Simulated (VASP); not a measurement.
# Ga2PdS3: relaxation of cell and atoms with PBE

Crystal: Ga2PdS3.

```
Ga Pd S
1.0
     4.80818    0.00000    0.00000
    -2.40409    4.16401    0.00000
     0.00000    0.00000    7.52533
Ga Pd S
2 1 3
Direct
  0.00000 0.00000 0.97618
  0.00000 0.00000 0.21337
  0.00000 0.00000 0.54041
  0.50000 0.00000 0.14120
  0.00000 0.50000 0.14120
  0.50000 0.50000 0.14120
```

The cell was generated, and may not be a known phase.

| Property | Result |
| --- | --- |
| Program | VASP 6.6.1 |
| Task | relaxation of cell and atoms |
| Functional | PBE |
| Potentials or basis | VASP PAW PBE potentials, release 64 (Ga_d, Pd, S) |
| Cutoff | 600 eV |
| k mesh | 6 × 6 × 2 |
| Occupations | gaussian, width 0.1 eV |
| Spin | no spin polarisation |
| Dipole correction | no |
| Further INCAR settings | ALGO = Normal; EDIFF = 1e-07; IBRION = 2; EDIFFG = -0.04; NSW = 90; ISIF = 3 |

```json
{
  "Relaxed volume": "29.60 Å³/atom",
  "Relaxed cell": "a = 5.044 Å, b = 5.044 Å, c = 8.061 Å, α = 90.00°, β = 90.00°, γ = 120.00°",
  "Space group after relaxing (to 0.1 Å)": "P6/mmm (No. 191)",
  "Energy gained by relaxing": "1208.1 meV/atom",
  "Ionic steps": "25",
  "Pressure after relaxing": "0.0 GPa",
  "Largest force after relaxing": "0.023 eV/Å",
  "Band gap on the k mesh": "zero (bands 27 and 28 overlap by 0.96 eV)"
}
```

Forces in eV/Å, atoms in the order of the input:
```
Ga   0.000  0.000  0.023
Ga   0.000  0.000  0.004
Pd   0.000  0.000 -0.008
S    0.000  0.000 -0.006
S    0.000  0.000 -0.006
S    0.000  0.000 -0.006
```

Step by step:
```csv
step,energy change (eV),largest force (eV/Å),pressure (GPa),volume (Å³)
1,0.0000,20.4715,22.87,150.67
2,-2.9926,13.6072,1.08,242.40
3,-6.2773,3.5010,1.55,185.73
4,-6.2854,3.4245,1.64,184.99
5,-6.3044,3.0717,2.18,181.35
6,-6.5657,0.7592,-0.95,192.11
7,-6.5666,0.6698,-0.78,191.29
8,-6.7083,0.8095,-1.11,190.01
9,-6.9927,0.6911,-1.30,185.69
10,-6.9909,0.4474,-1.13,184.85
11,-6.9951,0.6044,-1.24,185.34
12,-7.0364,0.8981,0.63,175.69
13,-7.0512,0.5219,-0.08,178.75
14,-7.1135,0.6320,0.30,175.94
15,-7.1157,0.7277,0.42,175.27
16,-7.1595,0.5403,0.16,176.52
17,-7.2053,0.5430,-0.25,178.90
18,-7.2082,0.6511,-0.35,179.69
19,-7.2420,0.3245,-0.10,178.32
20,-7.2451,0.1872,0.03,177.80
21,-7.2472,0.0385,-0.06,178.03
22,-7.2474,0.0382,-0.04,177.98
23,-7.2481,0.0575,0.00,177.67
24,-7.2483,0.0751,0.05,177.43
25,-7.2488,0.0227,0.00,177.60
```

Final structure:
```cif
data_structure
_symmetry_space_group_name_H-M 'P 1'
_symmetry_Int_Tables_number 1
_cell_length_a 5.0438
_cell_length_b 5.0438
_cell_length_c 8.0610
_cell_angle_alpha 90.000
_cell_angle_beta 90.000
_cell_angle_gamma 120.000
_cell_volume 177.60
loop_
_atom_site_label
_atom_site_type_symbol
_atom_site_fract_x
_atom_site_fract_y
_atom_site_fract_z
_atom_site_occupancy
Ga1 Ga 0.00000 0.00000 0.90571 1
Ga2 Ga 0.00000 0.00000 0.31122 1
Pd1 Pd 0.00000 0.00000 0.60867 1
S1 S 0.50000 0.00000 0.10932 1
S2 S 0.00000 0.50000 0.10932 1
S3 S 0.50000 0.50000 0.10932 1
```

Levels at points of the mesh, in eV from the Fermi level:
```
           k point  band 23  band 24  band 25  band 26  band 27  band 28  band 29  band 30  band 31  band 32
(0.00, 0.00, 0.00)    -0.83    -0.83    -0.60    -0.60    -0.60     2.47     2.84     2.84     3.40     3.40
(0.50, 0.00, 0.00)    -1.54    -1.27    -0.94    -0.68    -0.50    -0.32     1.28     1.58     3.40     3.67
(0.00, 0.00, 0.50)    -0.86    -0.73    -0.56    -0.56     0.17     1.77     2.16     2.16     2.47     3.70
(0.50, 0.00, 0.50)    -1.42    -1.41    -1.25    -0.64    -0.50    -0.45     1.57     2.51     2.59     2.67
```

Wall time 17 min on 1 thread of AMD EPYC 9R45 96-Core Processor (Zen 5), on a shared host, peak memory 0.34 GiB.

Caveat: the k points lie up to 0.39 Å⁻¹ apart in the final cell, too coarse for converged energies and pressures of a metal; the volume moved by over 15 % at a fixed basis, so the end points are rough.
